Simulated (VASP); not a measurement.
Wanted: the native input for a VASP 6.6.1 run.

```yaml
Task: single point
Functional: r2SCAN
Potentials_or_basis: VASP PAW PBE potentials, release 64 (Ti_sv, Si)
Cutoff: 520 eV
k_mesh: 6 × 6 × 8
Occupations: gaussian, width 0.1 eV
Spin: no spin polarisation
Dipole_correction: no
Further_INCAR_settings: ALGO = Normal; EDIFF = 1e-06; NBANDS = 50
```

Ti3Si:

```
CELL_PARAMETERS angstrom
5.62856 0.00000 0.00000
-2.81428 4.87448 0.00000
0.00000 0.00000 4.50395
ATOMIC_POSITIONS crystal
Ti 0.34370 0.17185 0.75000
Ti 0.82815 0.17185 0.75000
Ti 0.82815 0.65630 0.75000
Ti 0.65630 0.82815 0.25000
Ti 0.17185 0.82815 0.25000
Ti 0.17185 0.34370 0.25000
Si 0.33333 0.66667 0.75000
Si 0.66667 0.33333 0.25000
```

One way to write it, as run:

POSCAR

```
Ti3Si
1.0
    5.6285599865      0.0000000000      0.0000000000
   -2.8142799932      4.8744759350      0.0000000000
    0.0000000000      0.0000000000      4.5039465941
Ti Si
6 2
Direct
    0.3436961568      0.1718480784      0.7500000000
    0.8281519216      0.1718480784      0.7500000000
    0.8281519216      0.6563038432      0.7500000000
    0.6563038432      0.8281519216      0.2500000000
    0.1718480784      0.8281519216      0.2500000000
    0.1718480784      0.3436961568      0.2500000000
    0.3333333333      0.6666666667      0.7500000000
    0.6666666667      0.3333333333      0.2500000000
```

INCAR.step1

```
SYSTEM = Ti3Si
PREC = Accurate
ENCUT = 520
ISMEAR = 0
SIGMA = 0.1
LREAL = .FALSE.
LASPH = .TRUE.
NELM = 100
NBANDS = 50
GGA = PE
ALGO = Normal
EDIFF = 1E-4
LWAVE = .TRUE.
LCHARG = .FALSE.
```

INCAR.step2

```
SYSTEM = Ti3Si
PREC = Accurate
ENCUT = 520
EDIFF = 1E-6
ISMEAR = 0
SIGMA = 0.1
LREAL = .FALSE.
LASPH = .TRUE.
NELM = 100
ALGO = Normal
ISIF = 2
LWAVE = .FALSE.
LCHARG = .TRUE.
METAGGA = R2SCAN
LMIXTAU = .TRUE.
LELF = .TRUE.
LVHAR = .TRUE.
NBANDS = 50
ISTART = 1
```

KPOINTS

```
Automatic mesh
0
G
  6 6 8
  0 0 0
```

Potentials or basis: VASP PAW PBE potentials, release 64 (Ti_sv, Si).

Run with:

```sh
$ cat potpaw_PBE.64/Ti_sv/POTCAR potpaw_PBE.64/Si/POTCAR > POTCAR
$ cp INCAR.step1 INCAR
$ mpirun -np 1 vasp_std > vasp.out
$ cp INCAR.step2 INCAR
$ mpirun -np 1 vasp_std > vasp.out
```

Results of the run:

| Quantity | Value |
| --- | --- |
| Pressure | 0.4 GPa |
| Largest force | 0.011 eV/Å |
| Band gap on the k mesh | zero (band 40 reaches 9.80 eV, above the bottom of band 41 at 9.41 eV) |

Caveat: the PAW data sets were made with another functional, which shifts forces and pressure a little.

Wall time 16 min on 1 thread of Intel(R) Xeon(R) Platinum 8259CL CPU @ 2.50GHz (Skylake/Cascade Lake), with other jobs on the host, peak memory 0.34 GiB.
